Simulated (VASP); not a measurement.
# V (Im-3m) in VASP: notebook

Runs on V. Level: PBE. Tasks: single point, relaxation of cell and atoms.

Program: VASP 6.6.1. These are calculated values, not measurements. Logs are shortened: lines on timing, memory, paths and dates and some standing lists are left out, and cuts for length are marked.

## Step 1: The cell of the first run

The structure is cubic, space group Im-3m (No. 229). The conventional cell has a = 2.997 Å, b = 2.997 Å, c = 2.997 Å, α = 90.00°, β = 90.00°, γ = 90.00°. V (site symmetry m-3m) has 14 V at 2.60 to 3.00 Å within 3.4 Å.

## Step 2: Single point, PBE

The input, INCAR:

```
  PREC = Accurate
  ENCUT = 520
  EDIFF = 1E-6
  ISMEAR = 0
  SIGMA = 0.1
  LREAL = False
  LASPH = True
  NELM = 60
  ALGO = Normal
  ISIF = 2
  LWAVE = False
  LCHARG = True
  GGA = PE
  LELF = True
  LVHAR = True
  NBANDS = 12
```

The input, KPOINTS:

```
Automatic mesh
0
Gamma
  20 20 20
```

The input, POSCAR:

```
V
1.0
   -1.4987358383      1.4987358383      1.4987358383
    1.4987358383     -1.4987358383      1.4987358383
    1.4987358383      1.4987358383     -1.4987358383
V
1
Direct
    0.0000000000      0.0000000000      0.0000000000
```

Potentials or basis: VASP PAW PBE potentials, release 64 (V_sv).

Run with:

```console
cat potpaw_PBE.64/V_sv/POTCAR > POTCAR
mpirun -np 1 vasp_std > vasp.out
```

OUTCAR:

```text
PREC = Accurate
   ENCUT = 520
   EDIFF = 1E-6
   ISMEAR = 0
   LREAL = False
   LASPH = True
   NELM = 60
   ISIF = 2
   GGA = PE

 ion  position               nearest neighbor table
   1  0.000  0.000  0.000-

  LATTYP: Found a body centered cubic cell.
 ALAT       =     2.9974716766

  Lattice vectors:

 A1 = (  -1.4987358383,   1.4987358383,   1.4987358383)
 A2 = (   1.4987358383,  -1.4987358383,   1.4987358383)
 A3 = (   1.4987358383,   1.4987358383,  -1.4987358383)

Analysis of symmetry for initial positions (statically):
=====================================================================
 Subroutine PRICEL returns:
 Original cell was already a primitive cell.

 Routine SETGRP: Setting up the symmetry group for a
 body centered cubic supercell.

 Subroutine GETGRP returns: Found 48 space group operations
 (whereof 48 operations were pure point group operations)
 out of a pool of 48 trial point group operations.

The static configuration has the point symmetry O_h .

Analysis of symmetry for dynamics (positions and initial velocities):
=====================================================================
 Subroutine PRICEL returns:
 Original cell was already a primitive cell.

 Routine SETGRP: Setting up the symmetry group for a
 body centered cubic supercell.

 Subroutine GETGRP returns: Found 48 space group operations
 (whereof 48 operations were pure point group operations)
 out of a pool of 48 trial point group operations.

The dynamic configuration has the point symmetry O_h .

 Subroutine INISYM returns: Found 48 space group operations
 (whereof 48 operations are pure point group operations),
 and found     1 'primitive' translations

----------------------------------------------------------------------------------------

                                     Primitive cell

  volume of cell :      13.4659

  direct lattice vectors                    reciprocal lattice vectors
    -1.498735838  1.498735838  1.498735838     0.000000000  0.333614495  0.333614495
     1.498735838 -1.498735838  1.498735838     0.333614495  0.000000000  0.333614495
     1.498735838  1.498735838 -1.498735838     0.333614495  0.333614495  0.000000000

  length of vectors
     2.595886619  2.595886619  2.595886619     0.471802144  0.471802144  0.471802144

  position of ions in fractional coordinates (direct lattice)
     0.000000000  0.000000000  0.000000000

  ion indices of the primitive-cell ions
   primitive index   ion index
                 1           1

----------------------------------------------------------------------------------------

 KPOINTS: Automatic mesh

Automatic generation of k-mesh.
 Grid dimensions read from file:
 generate k-points for:   20   20   20

 Generating k-lattice:

  Cartesian coordinates                     Fractional coordinates (reciprocal lattice)
     0.000000000  0.016680725  0.016680725     0.050000000  0.000000000  0.000000000
     0.016680725  0.000000000  0.016680725     0.000000000  0.050000000  0.000000000
     0.016680725  0.016680725  0.000000000     0.000000000  0.000000000  0.050000000

  Length of vectors
     0.023590107  0.023590107  0.023590107

  Shift w.r.t. Gamma in fractional coordinates (k-lattice)
     0.000000000  0.000000000  0.000000000

 Subroutine IBZKPT returns following result:
 ===========================================

 Found    256 irreducible k-points:

 Following reciprocal coordinates:
            Coordinates               Weight
  0.000000  0.000000  0.000000      1.000000
  0.050000  0.000000  0.000000     12.000000
  0.100000  0.000000  0.000000     12.000000
  0.150000  0.000000  0.000000     12.000000
  0.200000  0.000000  0.000000     12.000000
  0.250000  0.000000  0.000000     12.000000
[... 16 lines left out ...]
  0.200000  0.100000 -0.000000     48.000000
  0.250000  0.100000  0.000000     48.000000
 [... further k-points ...]
   k-points           NKPTS =    256   k-points in BZ     NKDIM =    256   number of bands    NBANDS=     12
   number of dos      NEDOS =    301   number of ions     NIONS =      1
   total plane-waves  NPLWV =   8000
   dimension x,y,z NGX =    20 NGY =   20 NGZ =   20
   dimension x,y,z NGXF=    40 NGYF=   40 NGZF=   40
   ions per type =               1
   NGX,Y,Z   is equivalent  to a cutoff of  12.81, 12.81, 12.81 a.u.
   NGXF,Y,Z  is equivalent  to a cutoff of  25.62, 25.62, 25.62 a.u.
 SYSTEM =  unknown system
   PREC   = accura    normal or accurate (medium, high low for compatibility)
   ISTART =      0    job   : 0-new  1-cont  2-samecut
   ICHARG =      2    charge: 1-file 2-atom 10-const
   ISPIN  =      1    spin polarized calculation?
   LNONCOLLINEAR =      F non collinear calculations
   LSORBIT =      F    spin-orbit coupling
   LASPH  =      T    aspherical Exc in radial PAW
   ENCUT  =  520.0 eV  38.22 Ry    6.18 a.u.   4.83  4.83  4.83*2*pi/ulx,y,z
   NELM   =     60;   NELMIN=  2; NELMDL= -5     # of ELM steps
   EDIFF  = 0.1E-05   stopping-criterion for ELM
   LREAL  =      F    real-space projection
   EDIFFG = 0.1E-04   stopping-criterion for IOM
   NSW    =      0    number of steps for IOM
   IBRION =     -1    ionic relax: 0-MD 1-quasi-New 2-CG
   NFREE  =      0    steps in history (QN), initial steepest desc. (CG)
   ISIF   =      2    stress and relaxation
   ISYM   =      2    0-nonsym 1-usesym 2-fastsym
   POTIM  = 0.5000    time-step for ionic-motion
   TEBEG  =    0.0;   TEEND  =   0.0 temperature during run
   PSTRESS=    0.0 pullay stress
   NELECT =      13.0000    total number of electrons
   NUPDOWN=      -1.0000    fix difference up-down
   EMIN   =  10.00;   EMAX   =-10.00  energy-range for DOS
   EFERMI =   0.00;   METHOD = LEGACY
   ISMEAR =     0;   SIGMA  =   0.10  broadening in eV -4-tet -1-fermi 0-gaus
   EFERMI_NEDOS =   21; number of points for ismear=-14 and -15
   IALGO  =     38    algorithm
   IMIX   =      4    mixing-type and parameters
     AMIX     =   0.40;   BMIX     =  1.00
     AMIX_MAG =   1.60;   BMIX_MAG =  1.00
  volume/ion in A,a.u.               =      13.47        90.87
  Fermi-wavevector in a.u.,A,eV,Ry     =   1.617996  3.057570 35.618856  2.617912
  Thomas-Fermi vector in A             =   2.712331
   LORBIT       =      0    0 simple, 1 ext, 2 COOP (PROOUT), +10 PAW based schemes
   GGA     = PE    functional components
   LHFCALC =     F    Hartree Fock is set to
   AEXX    =    0.0000 exact exchange contribution
   IVDW    =     0    specifies the selected vdW correction
   LEPSILON=     F    determine dielectric tensor
   LRPA    =     F    only Hartree local field effects (RPA)
 non-spin polarized calculation
 Gauss-broadening in eV      SIGMA  =   0.10
  energy-cutoff  :      520.00
  volume of cell :       13.47
 maximum number of plane-waves:       374
   NGX =  9   NGY =  9   NGZ =  9

 number of electron      12.9999990 magnetization

 Free energy of the ion-electron system (eV)
  ---------------------------------------------------
  ext. energy  EPLUGINS =         0.00000000
  ---------------------------------------------------
  free energy    TOTEN  =        -8.99676306 eV

  energy without entropy =       -8.98798783  energy(sigma->0) =       -8.99237544

 E-fermi :   9.7067     XC(G=0): -12.9066

 val. band max:        9.7054822001   @ k =  -0.3000   0.3000   0.1500
 cond. band min:       9.7093574144   @ k =   0.1000   0.0500   0.0500
 fundamental gap:      0.0038752143
 Fermi energy:         9.7067045471

 k-point     1 :       0.0000    0.0000    0.0000
  band No.  band energies     occupation
      1     -54.0127      2.00000
      2     -27.3127      2.00000
      3     -27.3127      2.00000
      4     -27.3127      2.00000
      5       3.1233      2.00000
      6      10.1200      0.00000
      7      10.1200      0.00000
      8      10.1200      0.00000
      9      12.1299      0.00000
     10      12.1299      0.00000
     11      30.1999      0.00000
     12      30.1999      0.00000

 k-point     2 :       0.0500    0.0000    0.0000
  band No.  band energies     occupation
      1     -54.0079      2.00000
      2     -27.3357      2.00000
      3     -27.3197      2.00000
      4     -27.3129      2.00000
      5       3.2248      2.00000
      6      10.0766      0.00000
      7      10.1114      0.00000
      8      10.1921      0.00000
      9      12.0789      0.00000
     10      12.1326      0.00000
     11      30.0200      0.00000
     12      30.1878      0.00000

 k-point     3 :       0.1000    0.0000    0.0000
  band No.  band energies     occupation
      1     -53.9940      2.00000
      2     -27.4022      2.00000
      3     -27.3401      2.00000
      4     -27.3133      2.00000
      5       3.5224      2.00000
      6       9.9527      0.00050
      7      10.0740      0.00000
      8      10.4049      0.00000
      9      11.9542      0.00000
     10      12.1421      0.00000
     11      29.4778      0.00000
     12      30.0864      0.00000
[... 286 lines left out ...]
 k-point    23 :       0.2000    0.1000   -0.0000
  band No.  band energies     occupation
      1     -53.9051      2.00000
      2     -27.7983      2.00000
      3     -27.4576      2.00000
      4     -27.3448      2.00000
      5       5.5195      2.00000
      6       9.2855      2.00000
      7       9.4768      1.99885
      8      11.6580      0.00000
      9      12.0338      0.00000
     10      12.3747      0.00000
     11      25.8944      0.00000
     12      27.5671      0.00000

 k-point    24 :       0.2500    0.1000    0.0000
  band No.  band energies     occupation
      1     -53.8759      2.00000
      2     -27.9192      2.00000
      3     -27.5076      2.00000
      4     -27.3472      2.00000
      5       6.1329      2.00000
      6       9.0577      2.00000
      7       9.4329      1.99989
      8      11.7541      0.00000
      9      12.4161      0.00000
     10      12.6768      0.00000
     11      24.3170      0.00000
     12      26.8048      0.00000

 [... further k-points ...]
[... 5 lines left out ...]
  --------------------------------------------------------------------------------------
  -------------------------------------------------------------------------------------
  Total        0.0124108      0.0124108      0.0124108      0.0000000     -0.0000000      0.0000000
  in kB        1.4766413      1.4766413      1.4766413      0.0000000     -0.0000000      0.0000000
  external PRESSURE =       1.4766413 kB  Pullay stress =       0.0000000 kB

 VOLUME and BASIS-vectors are now :
 -----------------------------------------------------------------------------
  energy-cutoff  :      520.00
  volume of cell :       13.47
      direct lattice vectors                 reciprocal lattice vectors
    -1.498735838  1.498735838  1.498735838     0.000000000  0.333614495  0.333614495
     1.498735838 -1.498735838  1.498735838     0.333614495  0.000000000  0.333614495
     1.498735838  1.498735838 -1.498735838     0.333614495  0.333614495  0.000000000

 POSITION                                       TOTAL-FORCE (eV/Angst)
 -----------------------------------------------------------------------------------
      0.00000      0.00000      0.00000         0.000000     -0.000000     -0.000000
 -----------------------------------------------------------------------------------
    total drift:                                0.000000      0.000000      0.000000

  FREE ENERGIE OF THE ION-ELECTRON SYSTEM (eV)
  ---------------------------------------------------
  free  energy   TOTEN  =        -8.9967630559 eV

  energy  without entropy=       -8.9879878263  energy(sigma->0) =       -8.99237544
```

It took 32 s on 1 thread of Intel Xeon 8259CL, shared host; peak memory 0.15 GiB.

What came out:

```
Free energy            : -8.9968 eV
Pressure               : 0.1 GPa
Band gap on the k mesh : zero (an odd number of electrons rules out a gap without spin polarisation)
```

## Step 3: Relaxation of cell and atoms, PBE

This run uses another cell than the first one, of 13.35 Å³/atom.

The input, INCAR:

```
SYSTEM = V
PREC     = Accurate       ! precision mode
ENCUT    = 600            ! plane-wave cutoff, eV
EDIFF    = 1E-7           ! SCF threshold, eV
ISMEAR   = 0              ! smearing method
SIGMA    = 0.1            ! smearing width, eV
LREAL    = .FALSE.        ! projectors in reciprocal space
LASPH    = .TRUE.         ! aspherical terms in the spheres
NELM     = 100            ! most SCF steps
ALGO     = Fast           ! electronic algorithm
ISIF     = 3              ! what is computed and relaxed
LWAVE    = .FALSE.        ! write WAVECAR
LCHARG   = .FALSE.        ! write CHGCAR
GGA      = PE             ! functional
IBRION   = 2              ! ionic algorithm
NSW      = 80             ! ionic steps
EDIFFG   = -0.01          ! ionic threshold
```

The input, KPOINTS:

```
regular mesh
0
G
  20 20 20
  0 0 0
```

The input, POSCAR:

```
V
1.0
   -1.4944206542      1.4944206542      1.4944206542
    1.4944206542     -1.4944206542      1.4944206542
    1.4944206542      1.4944206542     -1.4944206542
V
1
Direct
    0.0000000000      0.0000000000      0.0000000000
```

Potentials or basis: VASP PAW PBE potentials, release 64 (V_sv).

Run with:

```console
cat potpaw_PBE.64/V_sv/POTCAR > POTCAR
mpirun -np 1 vasp_std > vasp.out
```

Run time: 1.9 min. Hardware: 1 thread of Intel Xeon 8259CL, shared host; peak memory 0.18 GiB.

It converged, with:

- Free energy: -8.9966 eV
- Relaxed volume: 13.47 Å³/atom
- Relaxed cell: a = 2.596 Å, b = 2.596 Å, c = 2.596 Å, α = 109.47°, β = 109.47°, γ = 109.47°
- Space group after relaxing (to 0.1 Å): Im-3m (No. 229)
- Energy gained by relaxing: 0.6 meV/atom
- Ionic steps: 3
- Pressure after relaxing: 0.0 GPa
- Band gap on the k mesh: zero (an odd number of electrons rules out a gap without spin polarisation)

The path:
```
step  energy change (eV)  largest force (eV/Å)  pressure (GPa)  volume (Å³)
   1              0.0000                0.0000            1.64        13.35
   2              0.0002                0.0000           -1.84        13.62
   3             -0.0006                0.0000            0.00        13.47
```

Final structure:
```cif
data_structure
_symmetry_space_group_name_H-M 'P 1'
_symmetry_Int_Tables_number 1
_cell_length_a 2.5963
_cell_length_b 2.5963
_cell_length_c 2.5963
_cell_angle_alpha 109.471
_cell_angle_beta 109.471
_cell_angle_gamma 109.471
_cell_volume 13.47
loop_
_atom_site_label
_atom_site_type_symbol
_atom_site_fract_x
_atom_site_fract_y
_atom_site_fract_z
_atom_site_occupancy
V1 V 0.00000 0.00000 0.00000 1
```

Levels at points of the mesh, in eV from the Fermi level:
```
           k point  band 5  band 6  band 7  band 8  band 9  band 10
(0.00, 0.00, 0.00)   -6.58    0.41    0.41    0.41    2.42     2.42
(0.50, 0.00, 0.00)   -3.17   -1.13    1.64    2.42    2.78     4.11
(0.50, 0.50, 0.50)   -2.99   -2.99    3.72    3.72    3.72    10.21
```
